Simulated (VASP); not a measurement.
# GaAs (F-43m) in VASP: a series of runs

The runs below take GaAs through vibrations by perturbation theory, with PBE.

All numbers are computed with VASP 6.6.1; they aren't measurements. Logs are shortened: lines on timing, memory, paths and dates and some standing lists are left out, and cuts for length are marked.

### 1 The cell of the first run

Symmetry: F-43m, No. 216, cubic system. The conventional cell has a = 5.687 Å, b = 5.687 Å, c = 5.687 Å, α = 90.00°, β = 90.00°, γ = 90.00°. Within 3.3 Å of Ga (site symmetry -43m) lie 4 As at 2.46 Å. As (site symmetry -43m) has 4 Ga at 2.46 Å within 3.3 Å.

### 2 Vibrations by perturbation theory, PBE

Contents of INCAR:

```
SYSTEM = GaAs
ALGO = Normal ; EDIFF = 1E-8
ENCUT = 520 ; GGA = PE
IBRION = 8 ; ISIF = 2
ISMEAR = 0 ; LASPH = .True.
LCHARG = .False. ; LEPSILON = .True.
LREAL = .False. ; LWAVE = .False.
NELM = 100 ; NSW = 1
PREC = Accurate ; SIGMA = 0.01
```

Contents of KPOINTS:

```
k-points
0
Gamma
  12 12 12
  0 0 0
```

Contents of POSCAR:

```
GaAs
1.0
    0.0000000000      2.8434520953      2.8434520953
    2.8434520953      0.0000000000      2.8434520953
    2.8434520953      2.8434520953      0.0000000000
Ga As
1 1
Direct
    0.0000000000      0.0000000000      0.0000000000
    0.7500000000      0.7500000000      0.7500000000
```

Potentials or basis: VASP PAW PBE potentials, release 64 (Ga_d, As).

On the command line:

```console
> cat potpaw_PBE.64/Ga_d/POTCAR potpaw_PBE.64/As/POTCAR > POTCAR
> mpirun -np 1 vasp_std > vasp.out
```

OUTCAR:

```text
SYSTEM = GaAs
   EDIFF = 1E-8
   ENCUT = 520
   GGA = PE
   IBRION = 8
   ISIF = 2
   ISMEAR = 0
   LASPH = .True.
   LEPSILON = .True.
   LREAL = .False.
   NELM = 100
   NSW = 1
   PREC = Accurate

 ion  position               nearest neighbor table
   1  0.000  0.000  0.000-   2 2.46   2 2.46   2 2.46   2 2.46
   2  0.750  0.750  0.750-   1 2.46   1 2.46   1 2.46   1 2.46

  LATTYP: Found a face centered cubic cell.
 ALAT       =     5.6869041906

  Lattice vectors:

 A1 = (   0.0000000000,   2.8434520953,   2.8434520953)
 A2 = (   2.8434520953,   0.0000000000,   2.8434520953)
 A3 = (   2.8434520953,   2.8434520953,   0.0000000000)

Analysis of symmetry for initial positions (statically):
=====================================================================
 Subroutine PRICEL returns:
 Original cell was already a primitive cell.

 Routine SETGRP: Setting up the symmetry group for a
 face centered cubic supercell.

 Subroutine GETGRP returns: Found 24 space group operations
 (whereof 24 operations were pure point group operations)
 out of a pool of 48 trial point group operations.

The static configuration has the point symmetry T_d .

Analysis of symmetry for dynamics (positions and initial velocities):
=====================================================================
 Subroutine PRICEL returns:
 Original cell was already a primitive cell.

 Routine SETGRP: Setting up the symmetry group for a
 face centered cubic supercell.

 Subroutine GETGRP returns: Found 24 space group operations
 (whereof 24 operations were pure point group operations)
 out of a pool of 48 trial point group operations.

The dynamic configuration has the point symmetry T_d .

 Subroutine INISYM returns: Found 24 space group operations
 (whereof 24 operations are pure point group operations),
 and found     1 'primitive' translations

----------------------------------------------------------------------------------------

                                     Primitive cell

  volume of cell :      45.9799

  direct lattice vectors                    reciprocal lattice vectors
     0.000000000  2.843452095  2.843452095    -0.175842597  0.175842597  0.175842597
     2.843452095  0.000000000  2.843452095     0.175842597 -0.175842597  0.175842597
     2.843452095  2.843452095  0.000000000     0.175842597  0.175842597 -0.175842597

  length of vectors
     4.021248517  4.021248517  4.021248517     0.304568312  0.304568312  0.304568312

  position of ions in fractional coordinates (direct lattice)
     0.000000000  0.000000000  0.000000000
     0.750000000  0.750000000  0.750000000

  ion indices of the primitive-cell ions
   primitive index   ion index
                 1           1
                 2           2

----------------------------------------------------------------------------------------

 KPOINTS: k-points

Automatic generation of k-mesh.
 Grid dimensions read from file:
 generate k-points for:   12   12   12

 Generating k-lattice:

  Cartesian coordinates                     Fractional coordinates (reciprocal lattice)
[... 534 lines left out ...]
  ---------------------------------------------------
  ---------------------------------------------------
  free energy    TOTEN  =        -3.03530817 eV

  energy without entropy =       -3.03530817

------------------------ aborting loop because EDIFF is reached ----------------------------------------

--------------------------------------- Ionic step        2  -------------------------------------------

------------------------ aborting loop because EDIFF is reached ----------------------------------------

--------------------------------------- Ionic step        3  -------------------------------------------

------------------------ aborting loop because EDIFF is reached ----------------------------------------

 PIEZOELECTRIC TENSOR FIELD DIRECTION 3  (e Angst)
 -----------------------------------------------------------------------------
    -0.00002  2.58824  0.00000           (  0.00000  0.01427  0.00000)
     2.58824 -0.00002  0.00000           (  0.01427  0.00000  0.00000)
     0.00000  0.00000 -0.00224           (  0.00000  0.00000  0.00000)

 PIEZOELECTRIC TENSOR FIELD DIRECTION 3  (C/m^2)
 -----------------------------------------------------------------------------
    -0.00001  0.90188  0.00000
     0.90188 -0.00001  0.00000
     0.00000  0.00000 -0.00078

--------------------------------------- Ionic step        4  -------------------------------------------

------------------------ aborting loop because EDIFF is reached ----------------------------------------

[... ionic steps 5 to 6 ...]

--------------------------------------- Ionic step        7  -------------------------------------------

 Free energy of the ion-electron system (eV)
  ---------------------------------------------------
  ---------------------------------------------------
  free energy    TOTEN  =        -0.04378911 eV

  energy without entropy =       -0.04378911

------------------------ aborting loop because EDIFF is reached ----------------------------------------

 INTERNAL STRAIN TENSOR  FOR ION    2  DIRECTION 1   (eV/Angst):
 -----------------------------------------------------------------------------
    -0.00426  0.00000  0.00000
     0.00000  0.00391  7.03732
     0.00000  7.03732  0.00391

 MACROSCOPIC STATIC DIELECTRIC TENSOR (including local field effects in DFT)
 ------------------------------------------------------
          23.637798     0.000000     0.000000
           0.000000    23.637798     0.000000
           0.000000    -0.000000    23.637798
 ------------------------------------------------------

 PIEZOELECTRIC TENSOR (including local field effects)  for field in x, y, z        (e  Angst)
          XX          YY          ZZ          XY          YZ          ZX
  --------------------------------------------------------------------------------
  x     0.00000     0.00000     0.00000     0.00000     2.59406     0.00000
  y     0.00000     0.00000     0.00000     0.00000     0.00000     2.59406
  z     0.00000     0.00000     0.00000     2.59406     0.00000     0.00000

 PIEZOELECTRIC TENSOR (including local field effects)  for field in x, y, z        (C/m^2)
          XX          YY          ZZ          XY          YZ          ZX
  --------------------------------------------------------------------------------
  x     0.00000     0.00000     0.00000     0.00000     0.90391     0.00000
  y     0.00000     0.00000     0.00000     0.00000     0.00000     0.90391
  z     0.00000     0.00000     0.00000     0.90391     0.00000     0.00000

 BORN EFFECTIVE CHARGES (including local field effects) (in |e|, cummulative output)
 ---------------------------------------------------------------------------------
 ion    1
    1     2.20018     0.00000     0.00000
    2     0.00000     2.20018     0.00000
    3     0.00000     0.00000     2.20018
 ion    2
    1    -2.20018     0.00000     0.00000
    2     0.00000    -2.20018     0.00000
    3     0.00000     0.00000    -2.20018

 INTERNAL STRAIN TENSOR FOR ION    2 for displacements in x,y,z  (eV/Angst):
          X           Y           Z          XY          YZ          ZX
  --------------------------------------------------------------------------------
  x     0.00000     0.00000     0.00000     0.00000     7.03732     0.00000
  y    -0.00000     0.00000    -0.00000     0.00000     0.00000     7.03732
  z     0.00000     0.00000     0.00000     7.03732     0.00000     0.00000

 SECOND DERIVATIVES (NOT SYMMETRIZED)
 ------------------------------------
               1X          1Y          1Z          2X          2Y          2Z
  1X    -9.094181    0.000000    0.000000    9.094181    0.000000    0.000000
  1Y     0.000000   -9.094181    0.000000    0.000000    9.094181    0.000000
  1Z     0.000000    0.000000   -9.094181    0.000000    0.000000    9.094181
  2X     9.146176    0.000000    0.000000   -9.146176    0.000000    0.000000
  2Y     0.000000    9.146176    0.000000    0.000000   -9.146176    0.000000
  2Z     0.000000    0.000000    9.146176    0.000000    0.000000   -9.146176

 Eigenvectors and eigenvalues of the dynamical matrix
 ----------------------------------------------------

   1 f  =    7.855785 THz    49.359352 2PiTHz  262.040775 cm-1    32.488901 meV
             X         Y         Z           dx          dy          dz
      0.000000  0.000000  0.000000     0.718713   -0.000000    0.000000
      4.265178  4.265178  4.265178    -0.695307    0.000000    0.000000
[... 21 lines left out ...]
   6 f/i=    0.011190 THz     0.070312 2PiTHz    0.373275 cm-1     0.046280 meV
             X         Y         Z           dx          dy          dz
      0.000000  0.000000  0.000000    -0.491657    0.491656    0.000000
      4.265178  4.265178  4.265178    -0.508207    0.508206    0.000000

--------------------------------------------------------------------------------------------------------

 MACROSCOPIC STATIC DIELECTRIC TENSOR IONIC CONTRIBUTION
 ------------------------------------------------------
           2.088860     0.000000     0.000000
           0.000000     2.088860    -0.000000
           0.000000    -0.000000     2.088860
 ------------------------------------------------------

 ELASTIC MODULI CONTR FROM IONIC RELAXATION (kBar)
 Direction    XX          YY          ZZ          XY          YZ          ZX
 --------------------------------------------------------------------------------
 XX          -0.0000      0.0000      0.0000     -0.0000      0.0000      0.0000
 YY           0.0000     -0.0000     -0.0000     -0.0000     -0.0000      0.0000
 ZZ           0.0000     -0.0000     -0.0000      0.0000     -0.0000      0.0000
 XY          -0.0000     -0.0000      0.0000   -187.4041     -0.0000     -0.0000
 YZ           0.0000     -0.0000     -0.0000     -0.0000   -187.4041     -0.0000
 ZX           0.0000      0.0000      0.0000     -0.0000     -0.0000   -187.4041
 --------------------------------------------------------------------------------

 PIEZOELECTRIC TENSOR IONIC CONTR  for field in x, y, z        (C/m^2)
          XX          YY          ZZ          XY          YZ          ZX
  --------------------------------------------------------------------------------
  x     0.00000    -0.00000    -0.00000    -0.00000    -0.58873    -0.00000
  y     0.00000     0.00000     0.00000    -0.00000    -0.00000    -0.58873
  z    -0.00000    -0.00000     0.00000    -0.58873    -0.00000     0.00000
```

Run time: 26 min. Hardware: 1 thread of AMD EPYC 7R43 (Zen 3), shared host; peak memory 0.48 GiB.

What came out:

```
Electronic dielectric tensor (diagonal)                 : 23.64
Born charges (mean of the diagonal)                     : Ga +2.20; As -2.20 e
Highest phonon frequency at Γ, LO-TO splitting left out : 262 cm⁻¹
```

Phonon frequencies in cm⁻¹ (negative: imaginary):
```tsv
q point	frequencies
(0.000, 0.000, 0.000)	0 0 0 262 262 262
```

Electronic dielectric tensor:
```
23.64  0.00  0.00
 0.00 23.64  0.00
 0.00  0.00 23.64
```

Born effective charge tensors (e):
atom 1, Ga
```
2.20 0.00 0.00
0.00 2.20 0.00
0.00 0.00 2.20
```
atom 2, As
```
-2.20  0.00  0.00
 0.00 -2.20  0.00
 0.00  0.00 -2.20
```

Caveat: the cell stands under pressure or tension, which shifts response properties.

### 3 Vibrations by perturbation theory, PBE

This run uses another cell than the first one, of 20.58 Å³/atom.

Contents of INCAR:

```
  PREC = Accurate
  ENCUT = 520
  EDIFF = 1E-8
  ISMEAR = 0
  SIGMA = 0.01
  LREAL = F
  LASPH = T
  NELM = 80
  ALGO = Normal
  ISIF = 2
  LWAVE = F
  LCHARG = F
  GGA = PE
  IBRION = 8
  NSW = 1
  LEPSILON = T
```

Contents of KPOINTS:

```
regular mesh
0
Gamma
  12 12 12
```

Contents of POSCAR:

```
GaAs
1.0
    0.0000000000      2.7403352025      2.7403352025
    2.7403352025      0.0000000000      2.7403352025
    2.7403352025      2.7403352025      0.0000000000
Ga As
1 1
Direct
    0.0000000000      0.0000000000      0.0000000000
    0.7500000000      0.7500000000      0.7500000000
```

Potentials or basis: VASP PAW PBE potentials, release 64 (Ga_d, As).

On the command line:

```console
> cat potpaw_PBE.64/Ga_d/POTCAR potpaw_PBE.64/As/POTCAR > POTCAR
> mpirun -np 1 vasp_std > vasp.out
```

OUTCAR:

```text
PREC = Accurate
   ENCUT = 520
   EDIFF = 1E-8
   ISMEAR = 0
   LREAL = F
   LASPH = T
   NELM = 80
   ISIF = 2
   GGA = PE
   IBRION = 8
   NSW = 1
   LEPSILON = T

 ion  position               nearest neighbor table
   1  0.000  0.000  0.000-   2 2.37   2 2.37   2 2.37   2 2.37
   2  0.750  0.750  0.750-   1 2.37   1 2.37   1 2.37   1 2.37

  LATTYP: Found a face centered cubic cell.
 ALAT       =     5.4806704050

  Lattice vectors:

 A1 = (   0.0000000000,   2.7403352025,   2.7403352025)
 A2 = (   2.7403352025,   0.0000000000,   2.7403352025)
 A3 = (   2.7403352025,   2.7403352025,   0.0000000000)

Analysis of symmetry for initial positions (statically):
=====================================================================
 Subroutine PRICEL returns:
 Original cell was already a primitive cell.

 Routine SETGRP: Setting up the symmetry group for a
 face centered cubic supercell.

 Subroutine GETGRP returns: Found 24 space group operations
 (whereof 24 operations were pure point group operations)
 out of a pool of 48 trial point group operations.

The static configuration has the point symmetry T_d .

Analysis of symmetry for dynamics (positions and initial velocities):
=====================================================================
 Subroutine PRICEL returns:
 Original cell was already a primitive cell.

 Routine SETGRP: Setting up the symmetry group for a
 face centered cubic supercell.

[... 642 lines left out ...]

 PIEZOELECTRIC TENSOR (including local field effects)  for field in x, y, z        (C/m^2)
          XX          YY          ZZ          XY          YZ          ZX
  --------------------------------------------------------------------------------
  x    -0.00000    -0.00000     0.00000     0.00000     0.74165     0.00000
  y     0.00000    -0.00000     0.00000     0.00000     0.00000     0.74165
  z    -0.00000     0.00000    -0.00000     0.74165     0.00000     0.00000

 BORN EFFECTIVE CHARGES (including local field effects) (in |e|, cummulative output)
 ---------------------------------------------------------------------------------
 ion    1
    1     1.95579     0.00000     0.00000
    2     0.00000     1.95579     0.00000
    3     0.00000     0.00000     1.95579
 ion    2
    1    -1.95579     0.00000     0.00000
    2     0.00000    -1.95579     0.00000
    3     0.00000     0.00000    -1.95579

 INTERNAL STRAIN TENSOR FOR ION    2 for displacements in x,y,z  (eV/Angst):
          X           Y           Z          XY          YZ          ZX
  --------------------------------------------------------------------------------
  x     0.00000     0.00000     0.00000     0.00000    11.60985     0.00000
  y     0.00000     0.00000     0.00000     0.00000     0.00000    11.60985
  z     0.00000     0.00000     0.00000    11.60985     0.00000     0.00000

 SECOND DERIVATIVES (NOT SYMMETRIZED)
 ------------------------------------
               1X          1Y          1Z          2X          2Y          2Z
  1X   -11.884020    0.000000    0.000000   11.884020    0.000000    0.000000
  1Y     0.000000  -11.884020    0.000000    0.000000   11.884020    0.000000
  1Z     0.000000    0.000000  -11.884020    0.000000    0.000000   11.884020
  2X    11.892342    0.000000    0.000000  -11.892342    0.000000    0.000000
  2Y     0.000000   11.892342    0.000000    0.000000  -11.892342    0.000000
  2Z     0.000000    0.000000   11.892342    0.000000    0.000000  -11.892342

 Eigenvectors and eigenvalues of the dynamical matrix
 ----------------------------------------------------

   1 f  =    8.969427 THz    56.356572 2PiTHz  299.187883 cm-1    37.094553 meV
             X         Y         Z           dx          dy          dz
      0.000000  0.000000  0.000000     0.719581    0.000000    0.000000
      4.110503  4.110503  4.110503    -0.694409    0.000000    0.000000
[... 21 lines left out ...]
   6 f/i=    0.001569 THz     0.009857 2PiTHz    0.052329 cm-1     0.006488 meV
             X         Y         Z           dx          dy          dz
      0.000000  0.000000  0.000000    -0.638338    0.002906   -0.273349
      4.110503  4.110503  4.110503    -0.661477    0.003012   -0.283258

--------------------------------------------------------------------------------------------------------

 MACROSCOPIC STATIC DIELECTRIC TENSOR IONIC CONTRIBUTION
 ------------------------------------------------------
           1.414668     0.000000     0.000000
           0.000000     1.414668     0.000000
           0.000000     0.000000     1.414668
 ------------------------------------------------------

 ELASTIC MODULI CONTR FROM IONIC RELAXATION (kBar)
 Direction    XX          YY          ZZ          XY          YZ          ZX
 --------------------------------------------------------------------------------
 XX           0.0000      0.0000      0.0000      0.0000      0.0000      0.0000
 YY           0.0000      0.0000      0.0000      0.0000      0.0000      0.0000
 ZZ           0.0000      0.0000      0.0000      0.0000      0.0000      0.0000
 XY           0.0000      0.0000      0.0000   -438.6481      0.0000      0.0000
 YZ           0.0000      0.0000      0.0000      0.0000   -438.6481      0.0000
 ZX           0.0000      0.0000      0.0000      0.0000      0.0000   -438.6481
 --------------------------------------------------------------------------------

 PIEZOELECTRIC TENSOR IONIC CONTR  for field in x, y, z        (C/m^2)
          XX          YY          ZZ          XY          YZ          ZX
  --------------------------------------------------------------------------------
  x     0.00000     0.00000     0.00000     0.00000    -0.74124     0.00000
  y     0.00000     0.00000     0.00000     0.00000     0.00000    -0.74124
  z     0.00000     0.00000     0.00000    -0.74124     0.00000     0.00000
```

stdout:

```text
POSCAR found type information on POSCAR GaAs
 POSCAR found :  2 types and       2 ions
 scaLAPACK will be used
 LDA part: xc-table for (Slater+PW92), standard interpolation
 POSCAR, INCAR and KPOINTS ok, starting setup
 FFT: planning ... GRIDC
 FFT: planning ... GRID_SOFT
 FFT: planning ... GRID
 WAVECAR not read
 entering main loop
[... 24 lines left out ...]
 dielectric tensor                  component  3 :     2.500     2.692    12.259
 Linear response DOF=           2
 Linear response progress:
 first order change of Fermi-energy   0.26443E-03
 force on displaced ion       1 direction 1 : -11.884  -0.000  -0.000
 Born effective charge ion    1 direction 1 :   1.938   0.000   0.000
 Linear response progress:
 first order change of Fermi-energy  -0.14967E-03
 force on displaced ion       2 direction 1 : -11.892   0.000   0.000
 Born effective charge ion    2 direction 1 :  -1.967   0.000   0.000
 Born effective charges drift removed
 Linear response finished
```

Wall time 20 min (1 thread of AMD EPYC 7R43 (Zen 3), shared host); peak memory 0.44 GiB.

What came out:

```yaml
Electronic_dielectric_tensor_diagonal: 12.26
Born_charges_mean_of_the_diagonal: Ga +1.96; As -1.96 e
Highest_phonon_frequency_at_Γ_LO-TO_splitting_left_out: 299 cm⁻¹
```

Phonon frequencies in cm⁻¹ (negative: imaginary):
```csv
q point,frequencies
"(0.000, 0.000, 0.000)",0 0 0 299 299 299
```

Electronic dielectric tensor:
```
12.26  0.00  0.00
 0.00 12.26  0.00
 0.00  0.00 12.26
```

Born effective charge tensors (e):
atom 1, Ga
```
1.96 0.00 0.00
0.00 1.96 0.00
0.00 0.00 1.96
```
atom 2, As
```
-1.96  0.00  0.00
 0.00 -1.96  0.00
 0.00  0.00 -1.96
```

Caveat: the cell stands under pressure or tension, which shifts response properties.

(Part 1 of 2 ends here.)
